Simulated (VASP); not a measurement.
Runs of VASP 6.6.1 on MgS (Niningerite). The structure is that of space group Fm-3m (No. 225), or close to it. The cells are those of the table. 

```csv
task,level,potentials or basis,cell,k mesh,cutoff (eV),smearing,k mesh for the DOS,occupations for the DOS,gap on the mesh (eV),pressure (GPa)
relaxation of cell and atoms,PBEsol,"VASP PAW PBE potentials, release 64 (S, Mg)","relaxed to 20 GPa from a = 3.679 Å, angles 60.0°, 2 atoms",9 × 9 × 9,600,fermi-dirac 0.05 eV,-,-,3.22,20.0
single point,r2SCAN,"VASP PAW PBE potentials, release 64 (S, Mg)","a = 3.679 Å, angles 60.0°, 2 atoms",9 × 9 × 9,520,fermi-dirac 0.05 eV,-,-,(c),-0.5
single point,PBE,"VASP PAW PBE potentials, release 64 (S, Mg)","a = 3.704 Å, angles 60.0°, 2 atoms",9 × 9 × 9,520,fermi-dirac 0.05 eV,-,-,2.86,-0.6
single point,PBEsol+D3(BJ),"VASP PAW PBE potentials, release 64 (S, Mg)","a = 3.679 Å, angles 60.0°, 2 atoms",9 × 9 × 9,520,fermi-dirac 0.05 eV,-,-,2.83,-3.9
single point,LDA,"VASP PAW LDA potentials, release 64 (S, Mg)","a = 3.751 Å, angles 60.0°, 2 atoms",9 × 9 × 9,520,fermi-dirac 0.05 eV,-,-,2.56,-7.4
single point,PBE,"VASP PAW PBE potentials, release 64 (S, Mg)","a = 3.679, b = 3.679, c = 3.642 Å, angles 60.3, 60.3, 60.7°, 2 atoms",8 × 8 × 8,520,fermi-dirac 0.05 eV,-,-,2.67,0.9
single point,r2SCAN,"VASP PAW PBE potentials, release 64 (S, Mg)","a = 3.679 Å, angles 60.0°, 2 atoms",5 × 5 × 5,520,fermi-dirac 0.05 eV,-,-,3.85,(b)
single point,PBE,"VASP PAW PBE potentials, release 64 (S, Mg)","a = 3.604 Å, angles 60.0°, 2 atoms",9 × 9 × 9,520,fermi-dirac 0.05 eV,-,-,(a),6.4
single point,LDA,"VASP PAW LDA potentials, release 64 (S, Mg)","a = 3.679 Å, angles 60.0°, 2 atoms",9 × 9 × 9,520,fermi-dirac 0.05 eV,-,-,2.69,-3.9
relaxation of cell and atoms,LDA,"VASP PAW LDA potentials, release 64 (S, Mg)","relaxed from a = 3.679 Å, angles 60.0°, 2 atoms",7 × 7 × 7,600,gaussian 0.01 eV,-,-,2.88,0.0
single point,PBE,"VASP PAW PBE potentials, release 64 (S, Mg)","a = 3.679 Å, angles 60.0°, 2 atoms",9 × 9 × 9,520,gaussian 0.02 eV,-,-,2.91,0.9
```

Alike in all rows: no spin polarisation.

Question: Fill in the values left out.

Answer: (a) 3.04; (b) -0.4; (c) 3.56.

Caveats: the PAW data sets were made with another functional, which shifts forces and pressure a little (some runs); the cell is relaxed towards a set pressure, so the enthalpy falls and the energy may rise (some runs); three body term missing (some runs).

A k mesh can miss the band edges.
